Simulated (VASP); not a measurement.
# Tl (Fmmm) in VASP: further runs

Runs on Tl. Level: PBEsol. Tasks: single point.

All numbers are computed with VASP 6.6.1; they aren't measurements. Logs are shortened: lines on timing, memory, paths and dates and some standing lists are left out, and cuts for length are marked.

## 1. The cell of the first run

Symmetry: Fmmm, No. 69, orthorhombic system. The conventional cell has a = 3.882 Å, b = 5.380 Å, c = 5.600 Å, α = 90.00°, β = 90.00°, γ = 90.00°. Within 4.4 Å of Tl (site symmetry mmm) lie 14 Tl at 3.32 to 3.88 Å.

## 2. Single point, PBEsol (strain -0.0400 x Voigt [0, 0, 0, 0, 1, 0])

Contents of INCAR:

```
ALGO = Fast ; EDIFF = 1E-6
ENCUT = 520 ; GGA = PS
ISIF = 2 ; ISMEAR = 0
LASPH = T ; LCHARG = T
LELF = T ; LREAL = F
LVHAR = T ; LWAVE = F
NBANDS = 12 ; NELM = 80
PREC = Accurate ; SIGMA = 0.15
```

Contents of KPOINTS:

```
k-points
0
Gamma
  18 18 18
```

Contents of POSCAR:

```
Tl
1.0
   -1.9798200000      1.9410000000      1.9798200000
    1.9021800000     -1.9410000000      1.9021800000
    1.9798200000      1.9410000000     -1.9798200000
Tl
1
Direct
    0.0000000000      0.0000000000      0.0000000000
```

Potentials or basis: VASP PAW PBE potentials, release 64 (Tl_d).

Run with:

```bash
$ cat potpaw_PBE.64/Tl_d/POTCAR > POTCAR
$ mpirun -np 1 vasp_std > vasp.out
```

OUTCAR:

```text
EDIFF = 1E-6
   ENCUT = 520
   GGA = PS
   ISIF = 2
   ISMEAR = 0
   LASPH = T
   LREAL = F
   NELM = 80
   PREC = Accurate

 ion  position               nearest neighbor table
   1  0.000  0.000  0.000-

  LATTYP: Found a face centered orthorhombic cell.
 ALAT       =     3.8820000000
 B/A-ratio  =     1.3859292911
 C/A-ratio  =     1.4424978336

  Lattice vectors:

 A1 = (   3.8820000000,   0.0000000000,  -0.0776400000)
 A2 = (   1.9798200000,   1.9410000000,  -1.9798200000)
 A3 = (   1.9021800000,   1.9410000000,   1.9021800000)

Analysis of symmetry for initial positions (statically):
=====================================================================
 Subroutine PRICEL returns:
 Original cell was already a primitive cell.

 Routine SETGRP: Setting up the symmetry group for a
 face centered orthorhombic supercell.

 Subroutine GETGRP returns: Found  8 space group operations
 (whereof  8 operations were pure point group operations)
 out of a pool of  8 trial point group operations.

The static configuration has the point symmetry D_2h.

Analysis of symmetry for dynamics (positions and initial velocities):
=====================================================================
 Subroutine PRICEL returns:
 Original cell was already a primitive cell.

 Routine SETGRP: Setting up the symmetry group for a
 face centered orthorhombic supercell.

 Subroutine GETGRP returns: Found  8 space group operations
 (whereof  8 operations were pure point group operations)
 out of a pool of  8 trial point group operations.

The dynamic configuration has the point symmetry D_2h.

 Subroutine INISYM returns: Found  8 space group operations
 (whereof  8 operations are pure point group operations),
 and found     1 'primitive' translations

----------------------------------------------------------------------------------------

                                     Primitive cell

  volume of cell :      29.2390

  direct lattice vectors                    reciprocal lattice vectors
    -1.979820000  1.941000000  1.979820000     0.005154045  0.257599176  0.257702257
     1.902180000 -1.941000000  1.902180000     0.262856302  0.000000000  0.262856302
     1.979820000  1.941000000 -1.979820000     0.257702257  0.257599176  0.005154045

  length of vectors
     3.406883541  3.317236577  3.406883541     0.364409594  0.371734947  0.364409594

  position of ions in fractional coordinates (direct lattice)
     0.000000000  0.000000000  0.000000000

  ion indices of the primitive-cell ions
   primitive index   ion index
                 1           1

----------------------------------------------------------------------------------------

 KPOINTS: k-points

Automatic generation of k-mesh.
 Grid dimensions read from file:
 generate k-points for:   18   18   18

 Generating k-lattice:

  Cartesian coordinates                     Fractional coordinates (reciprocal lattice)
     0.000286336  0.014311065  0.014316792     0.055555556  0.000000000 -0.000000000
     0.014603128  0.000000000  0.014603128     0.000000000  0.055555556  0.000000000
     0.014316792  0.014311065  0.000286336    -0.000000000  0.000000000  0.055555556

  Length of vectors
     0.020244977  0.020651941  0.020244977

  Shift w.r.t. Gamma in fractional coordinates (k-lattice)
     0.000000000  0.000000000  0.000000000

 Subroutine IBZKPT returns following result:
 ===========================================

 Found    865 irreducible k-points:

 Following reciprocal coordinates:
            Coordinates               Weight
  0.000000  0.000000  0.000000      1.000000
  0.055556 -0.000000 -0.000000      8.000000
  0.111111 -0.000000 -0.000000      8.000000
  0.166667 -0.000000 -0.000000      8.000000
  0.222222 -0.000000 -0.000000      8.000000
  0.277778 -0.000000 -0.000000      8.000000
[... 16 lines left out ...]
 -0.333333  0.055556  0.000000      8.000000
 -0.277778  0.055556  0.000000      8.000000
 [... further k-points ...]
   k-points           NKPTS =    865   k-points in BZ     NKDIM =    865   number of bands    NBANDS=     12
   number of dos      NEDOS =    301   number of ions     NIONS =      1
   total plane-waves  NPLWV =  21952
   dimension x,y,z NGX =    28 NGY =   28 NGZ =   28
   dimension x,y,z NGXF=    56 NGYF=   56 NGZF=   56
   ions per type =               1
   NGX,Y,Z   is equivalent  to a cutoff of  13.66, 14.03, 13.66 a.u.
   NGXF,Y,Z  is equivalent  to a cutoff of  27.33, 28.06, 27.33 a.u.
 SYSTEM =  unknown system
   PREC   = accura    normal or accurate (medium, high low for compatibility)
   ISTART =      0    job   : 0-new  1-cont  2-samecut
   ICHARG =      2    charge: 1-file 2-atom 10-const
   ISPIN  =      1    spin polarized calculation?
   LNONCOLLINEAR =      F non collinear calculations
   LSORBIT =      F    spin-orbit coupling
   LASPH  =      T    aspherical Exc in radial PAW
   ENCUT  =  520.0 eV  38.22 Ry    6.18 a.u.   6.33  6.17  6.33*2*pi/ulx,y,z
   NELM   =     80;   NELMIN=  2; NELMDL= -5     # of ELM steps
   EDIFF  = 0.1E-05   stopping-criterion for ELM
   LREAL  =      F    real-space projection
   EDIFFG = 0.1E-04   stopping-criterion for IOM
   NSW    =      0    number of steps for IOM
   IBRION =     -1    ionic relax: 0-MD 1-quasi-New 2-CG
   NFREE  =      0    steps in history (QN), initial steepest desc. (CG)
   ISIF   =      2    stress and relaxation
   ISYM   =      2    0-nonsym 1-usesym 2-fastsym
   POTIM  = 0.5000    time-step for ionic-motion
   TEBEG  =    0.0;   TEEND  =   0.0 temperature during run
   PSTRESS=    0.0 pullay stress
   NELECT =      13.0000    total number of electrons
   NUPDOWN=      -1.0000    fix difference up-down
   EMIN   =  10.00;   EMAX   =-10.00  energy-range for DOS
   EFERMI =   0.00;   METHOD = LEGACY
   ISMEAR =     0;   SIGMA  =   0.15  broadening in eV -4-tet -1-fermi 0-gaus
   EFERMI_NEDOS =   21; number of points for ismear=-14 and -15
   IALGO  =     68    algorithm
   IMIX   =      4    mixing-type and parameters
     AMIX     =   0.40;   BMIX     =  1.00
     AMIX_MAG =   1.60;   BMIX_MAG =  1.00
  volume/ion in A,a.u.               =      29.24       197.31
  Fermi-wavevector in a.u.,A,eV,Ry     =   1.249496  2.361206 21.241976  1.561241
  Thomas-Fermi vector in A             =   2.383534
   LORBIT       =      0    0 simple, 1 ext, 2 COOP (PROOUT), +10 PAW based schemes
   GGA     = PS    functional components
   LHFCALC =     F    Hartree Fock is set to
   AEXX    =    0.0000 exact exchange contribution
   IVDW    =     0    specifies the selected vdW correction
   LEPSILON=     F    determine dielectric tensor
   LRPA    =     F    only Hartree local field effects (RPA)
 non-spin polarized calculation
 RMM-DIIS sequential band-by-band and
 Gauss-broadening in eV      SIGMA  =   0.15
  energy-cutoff  :      520.00
  volume of cell :       29.24
 maximum number of plane-waves:       802
 NGX is ok and might be reduce to    28
   NGX = 13   NGY = 13   NGZ = 13

 number of electron      13.0000001 magnetization

 Free energy of the ion-electron system (eV)
  ---------------------------------------------------
  ext. energy  EPLUGINS =         0.00000000
  ---------------------------------------------------
  free energy    TOTEN  =        -2.62649552 eV

  energy without entropy =       -2.62173571  energy(sigma->0) =       -2.62411561

 E-fermi :   6.1500     XC(G=0): -10.2570

 val. band max:        6.1428725326   @ k =  -0.4444   0.3889   0.2778
 cond. band min:       6.1573544903   @ k =  -0.3889  -0.3889   0.1667
 fundamental gap:      0.0144819577
 Fermi energy:         6.1500292731

 k-point     1 :       0.0000    0.0000    0.0000
  band No.  band energies     occupation
      1      -5.4852      2.00000
      2      -5.4305      2.00000
      3      -5.3700      2.00000
      4      -5.0104      2.00000
      5      -5.0081      2.00000
      6      -3.7608      2.00000
      7      16.2690      0.00000
      8      16.7630      0.00000
      9      17.0393      0.00000
     10      18.2887      0.00000
     11      18.4276      0.00000
     12      18.8074      0.00000

 k-point     2 :       0.0556   -0.0000   -0.0000
  band No.  band energies     occupation
      1      -5.4799      2.00000
      2      -5.4229      2.00000
      3      -5.3648      2.00000
      4      -5.0159      2.00000
      5      -5.0088      2.00000
      6      -3.6924      2.00000
      7      15.8271      0.00000
      8      16.2678      0.00000
      9      16.8024      0.00000
     10      18.0412      0.00000
     11      18.3468      0.00000
     12      18.6840      0.00000

 k-point     3 :       0.1111   -0.0000   -0.0000
  band No.  band energies     occupation
      1      -5.4784      2.00000
      2      -5.4039      2.00000
      3      -5.3363      2.00000
      4      -5.0320      2.00000
      5      -5.0095      2.00000
      6      -3.4839      2.00000
      7      14.2552      0.00000
      8      15.5701      0.00000
      9      16.3417      0.00000
     10      17.5717      0.00000
     11      18.3468      0.00000
     12      18.5204      0.00000
[... 286 lines left out ...]
 k-point    23 :      -0.3333    0.0556    0.0000
  band No.  band energies     occupation
      1      -5.5434      2.00000
      2      -5.4614      2.00000
      3      -5.0725      2.00000
      4      -5.0113      2.00000
      5      -4.9898      2.00000
      6      -1.5723      2.00000
      7       7.8891      0.00000
      8      12.6103      0.00000
      9      13.6799      0.00000
     10      16.6349      0.00000
     11      18.4028      0.00000
     12      19.9114      0.00000

 k-point    24 :      -0.2778    0.0556    0.0000
  band No.  band energies     occupation
      1      -5.5162      2.00000
      2      -5.4297      2.00000
      3      -5.1068      2.00000
      4      -5.0705      2.00000
      5      -5.0098      2.00000
      6      -2.2816      2.00000
      7       9.6183      0.00000
      8      13.2710      0.00000
      9      14.1559      0.00000
     10      16.9220      0.00000
     11      18.6092      0.00000
     12      19.2822      0.00000

 [... further k-points ...]

------------------------ aborting loop because EDIFF is reached ----------------------------------------

  FORCE on cell =-STRESS in cart. coord.  units (eV):
  Direction    XX          YY          ZZ          XY          YZ          ZX
  --------------------------------------------------------------------------------------
  -------------------------------------------------------------------------------------
  Total       -0.1486412     -0.1493406     -0.1486412      0.0000000      0.0000000      0.1071175
  in kB       -8.1449228     -8.1832439     -8.1449228      0.0000000      0.0000000      5.8695945
  external PRESSURE =      -8.1576965 kB  Pullay stress =       0.0000000 kB

 VOLUME and BASIS-vectors are now :
 -----------------------------------------------------------------------------
  energy-cutoff  :      520.00
  volume of cell :       29.24
      direct lattice vectors                 reciprocal lattice vectors
    -1.979820000  1.941000000  1.979820000     0.005154045  0.257599176  0.257702257
     1.902180000 -1.941000000  1.902180000     0.262856302  0.000000000  0.262856302
     1.979820000  1.941000000 -1.979820000     0.257702257  0.257599176  0.005154045

 POSITION                                       TOTAL-FORCE (eV/Angst)
 -----------------------------------------------------------------------------------
      0.00000      0.00000      0.00000         0.000000      0.000000      0.000000
 -----------------------------------------------------------------------------------
    total drift:                               -0.000000     -0.000000     -0.000000

  FREE ENERGIE OF THE ION-ELECTRON SYSTEM (eV)
  ---------------------------------------------------
  free  energy   TOTEN  =        -2.6264955197 eV

  energy  without entropy=       -2.6217357055  energy(sigma->0) =       -2.62411561
```

Wall time 2 min (1 thread of Intel Xeon 6975P-C (Granite Rapids), shared host); peak memory 0.39 GiB.

Results:

| Property | Result |
| --- | --- |
| Free energy | -2.6265 eV |
| Pressure | -0.8 GPa |
| Band gap on the k mesh | zero (an odd number of electrons rules out a gap without spin polarisation) |

Stress tensor (GPa, compression positive):
```
-0.81  0.00  0.59
 0.00 -0.82  0.00
 0.59  0.00 -0.81
```

Caveat: the cell differs from its parent crystal (strain -0.0400 x Voigt [0, 0, 0, 0, 1, 0]); the PAW data sets were made with another functional, which shifts forces and pressure a little; spin-orbit coupling is left out, which moves the levels of the heavy elements.

[end of part 1 of 2]
